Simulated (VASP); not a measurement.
# Be2CdO3 (P-3m1) in VASP: notebook

Runs on Be2CdO3. Level: PBE. Tasks: relaxation of cell and atoms.

All numbers are computed with VASP 6.6.1; they aren't measurements. Logs are shortened: lines on timing, memory, paths and dates and some standing lists are left out, and cuts for length are marked.

## Step 1: The cell of the first run

The structure is trigonal, space group P-3m1 (No. 164). Conventional cell: a = 3.100 Å, b = 3.100 Å, c = 7.500 Å, α = 90.00°, β = 90.00°, γ = 120.00°. Within 2.2 Å of Be (site symmetry 3m) lie 4 O at 1.65 to 2.00 Å. Within 2.9 Å of Cd (site symmetry -3m) lie 6 O at 2.15 Å. O (site symmetry 3m) has 1 Be at 1.65 Å and 3 Cd at 2.15 Å within 2.2 Å. O (site symmetry -3m) has 6 Be at 2.00 Å within 2.7 Å.

## Step 2: Relaxation of cell and atoms, PBE

The input, INCAR:

```
ALGO = Normal
EDIFF = 1E-7
EDIFFG = -0.08
ENCUT = 600
GGA = PE
GGA_COMPAT = False
IBRION = 2
ISIF = 3
ISMEAR = 0
LASPH = True
LCHARG = False
LREAL = False
LWAVE = False
NELM = 120
NELMIN = 4
NSW = 36
PREC = Accurate
SIGMA = 0.15
```

The input, KPOINTS:

```
k-points
0
Gamma
  4 4 2
```

The input, POSCAR:

```
Be2CdO3
1.0
    3.1000000000      0.0000000000      0.0000000000
   -1.5500000000      2.6846787500      0.0000000000
    0.0000000000      0.0000000000      7.5000000000
Be Cd O
2 1 3
Direct
    0.6666666700      0.3333333300      0.3800000000
    0.3333333300      0.6666666700      0.6200000000
    0.0000000000      0.0000000000      0.0000000000
    0.6666666700      0.3333333300      0.1600000000
    0.3333333300      0.6666666700      0.8400000000
    0.0000000000      0.0000000000      0.5000000000
```

Potentials or basis: VASP PAW PBE potentials, release 64 (Be, Cd, O).

Command:

```
> cat potpaw_PBE.64/Be/POTCAR potpaw_PBE.64/Cd/POTCAR potpaw_PBE.64/O/POTCAR > POTCAR
> mpirun -np 1 vasp_std > vasp.out
```

OUTCAR:

```text
EDIFF = 1E-7
   EDIFFG = -0.08
   ENCUT = 600
   GGA = PE
   IBRION = 2
   ISIF = 3
   ISMEAR = 0
   LASPH = True
   LREAL = False
   NELM = 120
   NELMIN = 4
   NSW = 36
   PREC = Accurate

 ion  position               nearest neighbor table
   1  0.667  0.333  0.380-   4 1.65   6 2.00   6 2.00   6 2.00
   2  0.333  0.667  0.620-   5 1.65   6 2.00   6 2.00   6 2.00
   3  0.000  0.000  0.000-   4 2.15   5 2.15   5 2.15   4 2.15   4 2.15   5 2.15
   4  0.667  0.333  0.160-   1 1.65   3 2.15   3 2.15   3 2.15
   5  0.333  0.667  0.840-   2 1.65   3 2.15   3 2.15   3 2.15
   6  0.000  0.000  0.500-   1 2.00   2 2.00   2 2.00   1 2.00   1 2.00   2 2.00

  LATTYP: Found a hexagonal cell.
 ALAT       =     3.1000000000
 C/A-ratio  =     2.4193548387

  Lattice vectors:

 A1 = (   3.1000000000,   0.0000000000,   0.0000000000)
 A2 = (  -1.5500000000,   2.6846787500,   0.0000000000)
 A3 = (   0.0000000000,   0.0000000000,   7.5000000000)

Analysis of symmetry for initial positions (statically):
=====================================================================
 Subroutine PRICEL returns:
 Original cell was already a primitive cell.

 Routine SETGRP: Setting up the symmetry group for a
 hexagonal supercell.

 Subroutine GETGRP returns: Found 12 space group operations
 (whereof 12 operations were pure point group operations)
 out of a pool of 24 trial point group operations.

The static configuration has the point symmetry D_3d.

Analysis of symmetry for dynamics (positions and initial velocities):
=====================================================================
 Subroutine PRICEL returns:
 Original cell was already a primitive cell.

 Routine SETGRP: Setting up the symmetry group for a
 hexagonal supercell.

 Subroutine GETGRP returns: Found 12 space group operations
 (whereof 12 operations were pure point group operations)
 out of a pool of 24 trial point group operations.

The dynamic configuration has the point symmetry D_3d.

 Subroutine INISYM returns: Found 12 space group operations
 (whereof 12 operations are pure point group operations),
 and found     1 'primitive' translations

----------------------------------------------------------------------------------------

                                     Primitive cell

  volume of cell :      62.4188

  direct lattice vectors                    reciprocal lattice vectors
     3.100000000  0.000000000  0.000000000     0.322580645  0.186242022  0.000000000
    -1.550000000  2.684678750  0.000000000     0.000000000  0.372484045  0.000000000
     0.000000000  0.000000000  7.500000000     0.000000000  0.000000000  0.133333333

  length of vectors
     3.100000000  3.099999999  7.500000000     0.372484045  0.372484045  0.133333333

  position of ions in fractional coordinates (direct lattice)
     0.666666670  0.333333330  0.380000000
     0.333333330  0.666666670  0.620000000
     0.000000000  0.000000000  0.000000000
     0.666666670  0.333333330  0.160000000
     0.333333330  0.666666670  0.840000000
     0.000000000  0.000000000  0.500000000

  ion indices of the primitive-cell ions
   primitive index   ion index
                 1           1
                 2           2
                 3           3
                 4           4
                 5           5
                 6           6

----------------------------------------------------------------------------------------

 KPOINTS: k-points

Automatic generation of k-mesh.
 Grid dimensions read from file:
 generate k-points for:    4    4    2

 Generating k-lattice:

  Cartesian coordinates                     Fractional coordinates (reciprocal lattice)
     0.080645161  0.046560506  0.000000000     0.250000000  0.000000000  0.000000000
     0.000000000  0.093121011  0.000000000     0.000000000  0.250000000  0.000000000
     0.000000000  0.000000000  0.066666667     0.000000000  0.000000000  0.500000000

  Length of vectors
     0.093121011  0.093121011  0.066666667

  Shift w.r.t. Gamma in fractional coordinates (k-lattice)
[... 42 lines left out ...]
 conjugate gradient relaxation of ions
 non-spin polarized calculation
 Gauss-broadening in eV      SIGMA  =   0.15
  energy-cutoff  :      600.00
  volume of cell :       62.42
 maximum number of plane-waves:      2096
 NGX is ok and might be reduce to    28
   NGX = 13   NGY = 13   NGZ = 29

--------------------------------------- Ionic step        1  -------------------------------------------

 number of electron      34.0000004 magnetization

 Free energy of the ion-electron system (eV)
  ---------------------------------------------------
  ext. energy  EPLUGINS =         0.00000000
  ---------------------------------------------------
  free energy    TOTEN  =       -30.91057247 eV

  energy without entropy =      -30.89271631  energy(sigma->0) =      -30.90164439

------------------------ aborting loop because EDIFF is reached ----------------------------------------

  FORCE on cell =-STRESS in cart. coord.  units (eV):
  Direction    XX          YY          ZZ          XY          YZ          ZX
  --------------------------------------------------------------------------------------
  -------------------------------------------------------------------------------------
  Total        4.3329574      4.3329574     -6.5948142      0.0000000      0.0000000      0.0000000
  in kB      111.2191881    111.2191880   -169.2769664      0.0000000      0.0000000      0.0000000
  external PRESSURE =      17.7204699 kB  Pullay stress =       0.0000000 kB
[... 101 lines left out ...]
  FREE ENERGIE OF THE ION-ELECTRON SYSTEM (eV)
  ---------------------------------------------------
  free  energy   TOTEN  =       -31.5530432181 eV

  energy  without entropy=      -31.5345014261  energy(sigma->0) =      -31.54377232

[... ionic steps 4 to 9 ...]

--------------------------------------- Ionic step       10  -------------------------------------------

 number of electron      34.0000000 magnetization

------------------------ aborting loop because EDIFF is reached ----------------------------------------

  FORCE on cell =-STRESS in cart. coord.  units (eV):
  Direction    XX          YY          ZZ          XY          YZ          ZX
  --------------------------------------------------------------------------------------
  -------------------------------------------------------------------------------------
  Total       -1.0976561     -1.0976561      0.6649645      0.0000000     -0.0000000      0.0000000
  in kB      -27.9031525    -27.9031525     16.9038426      0.0000000     -0.0000000      0.0000000
  external PRESSURE =     -12.9674874 kB  Pullay stress =       0.0000000 kB
[... 25 lines left out ...]
  energy  without entropy=      -32.3011461923  energy(sigma->0) =      -32.30115837

--------------------------------------- Ionic step       11  -------------------------------------------

 number of electron      34.0000000 magnetization

 E-fermi :   2.8827     XC(G=0): -10.6221

 val. band max:        2.5005228480   @ k =   0.0000   0.0000   0.5000
 cond. band min:       3.2441385794   @ k =   0.0000   0.0000   0.0000
 fundamental gap:      0.7436157315
 Fermi energy:         2.8826879008

 k-point     1 :       0.0000    0.0000    0.0000
  band No.  band energies     occupation
      1     -16.8086      2.00000
      2     -14.8662      2.00000
      3     -14.5935      2.00000
      4      -4.7234      2.00000
      5      -4.1094      2.00000
      6      -4.1094      2.00000
[... 218 lines left out ...]
  energy  without entropy=      -32.3014267121  energy(sigma->0) =      -32.30143491

--------------------------------------- Ionic step       12  -------------------------------------------

 number of electron      33.9999997 magnetization

 Free energy of the ion-electron system (eV)
  ---------------------------------------------------
  ext. energy  EPLUGINS =         0.00000000
  ---------------------------------------------------
  free energy    TOTEN  =       -32.32038078 eV

  energy without entropy =      -32.32031216  energy(sigma->0) =      -32.32034647

 E-fermi :   3.1100     XC(G=0): -10.7165

 val. band max:        2.7723026854   @ k =   0.0000   0.0000   0.5000
 cond. band min:       3.4241007145   @ k =   0.0000   0.0000   0.0000
 fundamental gap:      0.6517980292
 Fermi energy:         3.1100391701

 k-point     1 :       0.0000    0.0000    0.0000
  band No.  band energies     occupation
      1     -16.9757      2.00000
      2     -14.6897      2.00000
      3     -14.4064      2.00000
      4      -4.6264      2.00000
      5      -3.9646      2.00000
      6      -3.9646      2.00000
[... 214 lines left out ...]
  FREE ENERGIE OF THE ION-ELECTRON SYSTEM (eV)
  ---------------------------------------------------
  free  energy   TOTEN  =       -32.3203807825 eV

  energy  without entropy=      -32.3203121638  energy(sigma->0) =      -32.32034647

 reached required accuracy - stopping structural energy minimisation
```

Wall time 4.9 min (1 thread of Intel Xeon 8259CL, shared host); peak memory 0.22 GiB.

Results:

```yaml
Free_energy: -32.3204 eV
Relaxed_volume: 10.30 Å³/atom
Relaxed_cell: a = 3.064 Å, b = 3.064 Å, c = 7.603 Å, α = 90.00°, β = 90.00°, γ = 120.00°
Space_group_after_relaxing_to_0.1_Å: P-3m1 (No. 164)
Pressure_after_relaxing: -0.5 GPa
Largest_force_after_relaxing: 0.042 eV/Å
Band_gap_on_the_k_mesh: 0.65 eV (least direct gap 0.74 eV)
```

Forces on the atoms (eV/Å):
```
Be   0.000  0.000  0.001
Be   0.000  0.000 -0.001
Cd   0.000  0.000  0.000
O    0.000  0.000 -0.042
O    0.000  0.000  0.042
O    0.000  0.000  0.000
```

Stress tensor (GPa, compression positive):
```
-0.32  0.00  0.00
 0.00 -0.32  0.00
 0.00  0.00 -0.91
```

Final structure:
```yaml
crystal:
  lattice:
    - [3.06423, 0.00000, 0.00000]
    - [-1.53211, 2.65370, 0.00000]
    - [0.00000, 0.00000, 7.60346]
  atoms:
    - { symbol: Be, position: [0.66667, 0.33333, 0.37552] }
    - { symbol: Be, position: [0.33333, 0.66667, 0.62448] }
    - { symbol: Cd, position: [0.00000, 0.00000, 0.00000] }
    - { symbol: O, position: [0.66667, 0.33333, 0.18817] }
    - { symbol: O, position: [0.33333, 0.66667, 0.81183] }
    - { symbol: O, position: [0.00000, 0.00000, 0.50000] }
```

Caveat: the k points lie up to 0.59 Å⁻¹ apart in the final cell; the relaxation stopped at a loose force limit of 0.08 eV/Å, so its end isn't a converged minimum.

## Step 3: Relaxation of cell and atoms, PBE

This run uses another cell than the first one, of 9.73 Å³/atom.

The input, INCAR:

```
  PREC = Accurate
  ENCUT = 600
  EDIFF = 1E-7
  ISMEAR = 0
  SIGMA = 0.15
  LREAL = F
  LASPH = T
  NELM = 120
  ALGO = Normal
  ISIF = 3
  LWAVE = F
  LCHARG = F
  GGA = PE
  IBRION = 2
  NSW = 36
  EDIFFG = -0.08
  GGA_COMPAT = F
  NELMIN = 4
```

The input, KPOINTS:

```
Automatic mesh
0
Gamma
  5 5 2
```

The input, POSCAR:

```
Be2CdO3
1.0
    2.9783571200      0.0000000000      0.0000000000
   -1.4891785600      2.5793329300      0.0000000000
    0.0000000000      0.0000000000      7.6027770600
Be Cd O
2 1 3
Direct
    0.3333333300      0.6666666700      0.1647000000
    0.6666666700      0.3333333300      0.8353000000
    0.0000000000      0.0000000000      0.5000000000
    0.3333333300      0.6666666700      0.6650000200
    0.6666666700      0.3333333300      0.3349999800
    0.0000000000      0.0000000000      0.0000000000
```

Potentials or basis: VASP PAW PBE potentials, release 64 (Be, Cd, O).

Command:

```
> cat potpaw_PBE.64/Be/POTCAR potpaw_PBE.64/Cd/POTCAR potpaw_PBE.64/O/POTCAR > POTCAR
> mpirun -np 1 vasp_std > vasp.out
```

Run time: 2.9 min. Hardware: 1 thread of Intel Xeon 8259CL, shared host; peak memory 0.2 GiB.

Results (log left out):

```
Free energy                           : -32.5476 eV
Relaxed volume                        : 8.44 Å³/atom
Relaxed cell                          : a = 2.811 Å, b = 2.811 Å, c = 7.396 Å, α = 90.00°, β = 90.00°, γ = 120.00°
Space group after relaxing (to 0.1 Å) : P-3m1 (No. 164)
Energy gained by relaxing             : 503.0 meV/atom
Ionic steps                           : 8
Pressure after relaxing               : -0.6 GPa
Largest force after relaxing          : 0.027 eV/Å
Band gap on the k mesh                : 1.51 eV (least direct gap 2.05 eV)
```

Forces in eV/Å, atoms in the order of the input:
```
Be   0.000  0.000  0.027
Be   0.000  0.000 -0.027
Cd   0.000  0.000  0.000
O    0.000  0.000 -0.026
O    0.000  0.000  0.026
O    0.000  0.000  0.000
```

Stress tensor (GPa, compression positive):
```
-0.65  0.00  0.00
 0.00 -0.65  0.00
 0.00  0.00 -0.53
```

The path:
```tsv
step	energy change (eV)	largest force (eV/Å)	pressure (GPa)	volume (Å³)
1	0.0000	5.8771	0.16	58.41
2	-2.0001	1.3527	-15.43	58.47
3	-2.1243	1.5888	-17.60	58.48
4	-2.8186	1.1890	6.01	49.31
5	-2.8315	1.2548	2.34	50.26
6	-3.0130	0.2666	0.97	50.22
7	-3.0140	0.1659	1.01	50.23
8	-3.0180	0.0270	-0.61	50.63
```

Final structure:
```
CELL_PARAMETERS angstrom
2.81145 0.00000 0.00000
-1.40572 2.43479 0.00000
0.00000 0.00000 7.39566
ATOMIC_POSITIONS crystal
Be 0.33333 0.66667 0.14249
Be 0.66667 0.33333 0.85751
Cd 0.00000 0.00000 0.50000
O 0.33333 0.66667 0.72819
O 0.66667 0.33333 0.27181
O 0.00000 0.00000 0.00000
```

Levels at points of the mesh, in eV from the valence-band top:
```csv
k point,band 15,band 16,band 17,band 18,band 19,band 20
"(0.00, 0.00, 0.00)",-0.55,-0.54,-0.54,1.51,6.64,6.68
"(0.00, 0.00, 0.50)",-0.77,-0.41,-0.41,2.50,6.13,6.61
```

Caveat: the k points lie up to 0.52 Å⁻¹ apart in the final cell; an odd mesh through Γ misses points on the zone boundary, where band edges can lie.

## Step 4: Relaxation of cell and atoms, PBE

This run uses another cell than the first one, of 12.22 Å³/atom.

The input, INCAR:

```
SYSTEM = Be2CdO3
ALGO = Normal
EDIFF = 1E-7
EDIFFG = -0.08
ENCUT = 600
GGA = PE
GGA_COMPAT = .False.
IBRION = 2
ISIF = 3
ISMEAR = 0
LASPH = .True.
LCHARG = .False.
LREAL = .False.
LWAVE = .False.
NELM = 120
NELMIN = 4
NSW = 36
PREC = Accurate
SIGMA = 0.15
```

The input, KPOINTS:

```
k-points
0
Gamma
  4 4 2
  0 0 0
```

The input, POSCAR:

```
Be2CdO3
1.0
    3.7597719500      0.0000000000      0.0000000000
   -1.8798859700      3.2560580200      0.0000000000
    0.0000000000      0.0000000000      5.9894376300
Be Cd O
2 1 3
Direct
    0.3333333300      0.6666666700      0.2521899900
    0.6666666700      0.3333333300      0.7478100100
    0.0000000000      0.0000000000      0.0000000000
    0.3333333300      0.6666666700      0.6439999900
    0.6666666700      0.3333333300      0.3560000100
    0.0000000000      0.0000000000      0.5000000000
```

Command:

```
> cat potpaw_PBE.64/Be/POTCAR potpaw_PBE.64/Cd/POTCAR potpaw_PBE.64/O/POTCAR > POTCAR
> mpirun -np 1 vasp_std > vasp.out
```

It took 9.4 min on 1 thread of Intel Xeon 8259CL, shared host; peak memory 0.23 GiB.

The run converged. Its results:

```yaml
Free_energy: -32.4988 eV
Relaxed_volume: 8.41 Å³/atom
Relaxed_cell: a = 2.817 Å, b = 2.817 Å, c = 7.342 Å, α = 90.00°, β = 90.00°, γ = 120.00°
Space_group_after_relaxing_to_0.1_Å: P-3m1 (No. 164)
Energy_gained_by_relaxing: 2057.6 meV/atom
Ionic_steps: 28
Pressure_after_relaxing: 0.3 GPa
Largest_force_after_relaxing: 0.049 eV/Å
Band_gap_on_the_k_mesh: 1.76 eV (least direct gap 2.14 eV)
```

Forces on the atoms (eV/Å):
```
Be   0.000  0.000  0.049
Be   0.000  0.000 -0.049
Cd   0.000  0.000  0.000
O    0.000  0.000 -0.018
O    0.000  0.000  0.018
O    0.000  0.000  0.000
```

Stress tensor (GPa, compression positive):
```
-0.12  0.00  0.00
 0.00 -0.12  0.00
 0.00  0.00  1.10
```

Step by step:
```csv
step,energy change (eV),largest force (eV/Å),pressure (GPa),volume (Å³)
1,0.0000,3.7803,-16.15,73.32
2,-2.9111,3.9818,-6.26,61.01
3,-4.4670,4.0974,44.55,46.11
4,-5.7711,4.6904,44.90,45.46
5,-7.6363,0.9102,54.08,43.54
6,-7.6834,1.7373,50.55,43.87
7,-8.7788,1.0508,21.09,48.20
8,-9.1953,0.5588,1.29,52.76
9,-9.2159,0.4555,-2.71,54.00
10,-9.2161,0.4385,-3.38,54.22
11,-9.3566,0.7050,-3.44,54.14
12,-9.8463,1.5477,-3.31,53.78
13,-10.8933,2.9412,-1.62,52.59
14,-10.7974,3.8811,13.55,48.49
15,-11.4253,3.5153,2.08,51.20
16,-11.4552,3.6469,4.49,50.52
17,-11.5266,3.4926,3.76,50.55
18,-11.6181,3.1206,2.58,50.58
19,-11.5241,2.4989,0.95,50.55
20,-11.6391,2.9092,2.13,50.59
21,-11.7522,2.6729,1.51,50.64
22,-12.0300,1.9598,-0.06,50.81
23,-12.3166,0.5527,-2.07,51.13
24,-12.3362,0.1146,-2.40,51.22
25,-12.3362,0.0683,-2.45,51.24
26,-12.3401,0.0551,-1.70,51.02
27,-12.3446,0.0646,0.41,50.44
28,-12.3454,0.0490,0.28,50.45
```

Final structure:
```
Be Cd O
1.0
     2.81683    0.00000    0.00000
    -1.40841    2.43944    0.00000
     0.00000    0.00000    7.34232
Be Cd O
2 1 3
Direct
  0.33333 0.66667 0.35686
  0.66667 0.33333 0.64314
  0.00000 0.00000 0.00000
  0.33333 0.66667 0.77253
  0.66667 0.33333 0.22747
  0.00000 0.00000 0.50000
```

Levels at points of the mesh, in eV from the valence-band top:
| k point | band 13 | band 14 | band 15 | band 16 | band 17 | band 18 | band 19 | band 20 | band 21 |
| --- | --- | --- | --- | --- | --- | --- | --- | --- | --- |
| (0.00, 0.00, 0.00) | -0.52 | -0.43 | -0.43 | -0.39 | -0.39 | 1.76 | 6.75 | 6.81 | 9.62 |
| (0.50, 0.00, 0.00) | -2.36 | -1.51 | -1.37 | -1.18 | -0.61 | 4.53 | 5.51 | 8.68 | 10.24 |
| (0.00, 0.00, 0.50) | -0.73 | -0.62 | -0.62 | -0.27 | -0.27 | 2.74 | 6.25 | 6.74 | 10.04 |
| (0.50, 0.00, 0.50) | -2.37 | -2.00 | -1.79 | -0.25 | 0.00 | 3.97 | 5.76 | 8.80 | 9.91 |

Caveat: the k points lie up to 0.64 Å⁻¹ apart in the final cell; the volume moved by over 15 % at a fixed basis, so the end points are rough; the relaxation stopped at a loose force limit of 0.08 eV/Å, so its end isn't a converged minimum.

## Step 5: The runs side by side

| cell | k mesh | gap on the mesh (eV) | pressure (GPa) | largest force (eV/Å) |
| --- | --- | --- | --- | --- |
| relaxed from a = 3.100, b = 3.100, c = 7.500 Å, angles 90.0, 90.0, 120.0°, 6 atoms, atomic positions A | 4 × 4 × 2 | 0.65 | -0.5 | 0.04 |
| relaxed from a = 2.978, b = 2.978, c = 7.603 Å, angles 90.0, 90.0, 120.0°, 6 atoms, atomic positions B | 5 × 5 × 2 | 1.51 | -0.6 | 0.03 |
| relaxed from a = 3.760, b = 3.760, c = 5.989 Å, angles 90.0, 90.0, 120.0°, 6 atoms, atomic positions C | 4 × 4 × 2 | 1.76 | 0.3 | 0.05 |

Alike in all rows: task relaxation of cell and atoms; level PBE; potentials or basis VASP PAW PBE potentials, release 64 (Be, Cd, O); no spin polarisation; cutoff (eV) 600; smearing gaussian 0.15 eV.

Caveats: all runs use coarse meshes; the relaxation stopped at a loose force limit of 0.08 eV/Å, so its end isn't a converged minimum (at least some runs); an odd mesh through Γ misses points on the zone boundary, where band edges can lie (at least some runs); the volume moved by over 15 % at a fixed basis, so the end points are rough (at least some runs).

Total energies depend on the potentials used, so only differences within one code and one set of settings carry meaning.
